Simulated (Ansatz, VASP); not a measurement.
Two plane-wave programs on CuO

The input INCAR:

```
  PREC = Accurate
  ENCUT = 520
  EDIFF = 1E-6
  ISMEAR = -1
  SIGMA = 0.05
  LREAL = F
  LASPH = T
  NELM = 100
  ALGO = Normal
  ISIF = 2
  LWAVE = F
  LCHARG = F
  GGA = RP
  IVDW = 13
  NBANDS = 25
```

The input KPOINTS:

```
regular mesh
0
Gamma
  10 10 5
```

File POSCAR:

```
CuO
1.0
    2.3101994985     -1.6881714891      0.0000000000
    2.3101994985      1.6881714891      0.0000000000
   -0.8385391614      0.0000000000      4.9895114286
Cu O
2 2
Direct
    0.5000000000      0.0000000000      0.5000000000
    0.0000000000      0.5000000000      0.0000000000
    0.4184000000      0.5816000000      0.7500000000
    0.5816000000      0.4184000000      0.2500000000
```

The input input.yaml:

```yaml
crystal:
  lattice:
    - [2.3101994985, -1.6881714891, 0.0]
    - [2.3101994985, 1.6881714891, 0.0]
    - [-0.8385391614, 0.0, 4.9895114286]
  atoms:
    - { symbol: Cu, position: [0.5, 0.0, 0.5] }
    - { symbol: Cu, position: [0.0, 0.5, 0.0] }
    - { symbol: O, position: [0.4184, 0.5816, 0.75] }
    - { symbol: O, position: [0.5816, 0.4184, 0.25] }
hamiltonian:
  xc: rpbe
  pseudopotentials: { kind: paw }
  dispersion: d4
kpoints:
  mp_grid: { grid: [10, 10, 5] }
scf:
  occupations: { method: fermi_dirac, width: 0.05 }
output:
  forces: true
  stress: true
  eigenvalues: true
```

Alike in both runs: task single point; functional RPBE; dispersion D4; k mesh 10 × 10 × 5; occupations fermi-dirac, width 0.05 eV; no spin polarisation.

|  | VASP | Ansatz |
| --- | --- | --- |
| version | VASP 6.6.1 | Ansatz 0.2.0 |
| potentials or method | VASP PAW PBE potentials, release 64 (Cu, O) | Ansatz PAW |
| plane-wave cutoff (eV) | 520 | 420 |
| valence electrons in the cell | 34 | 50 |

```csv
,VASP,Ansatz,Ansatz less VASP
gap on the k mesh at the Fermi level (eV),none,none,-
pressure (GPa),10.7,9.8,-0.89
"traceless stress, the component that is largest in VASP (GPa)",-2.94,-2.84,+0.105
rms of the force components (eV/Å),0.001,0.020,+0.0191
```

VASP's potentials were made for PBE, not for RPBE. Atom by atom the forces differ by 0.019 eV/Å (rms over components). A gap of «none» marks a metal or a gap that the smearing closes. VASP's potentials hold 34 valence electrons a cell and Ansatz's 50, so a difference there can come from the potentials and not from the codes.
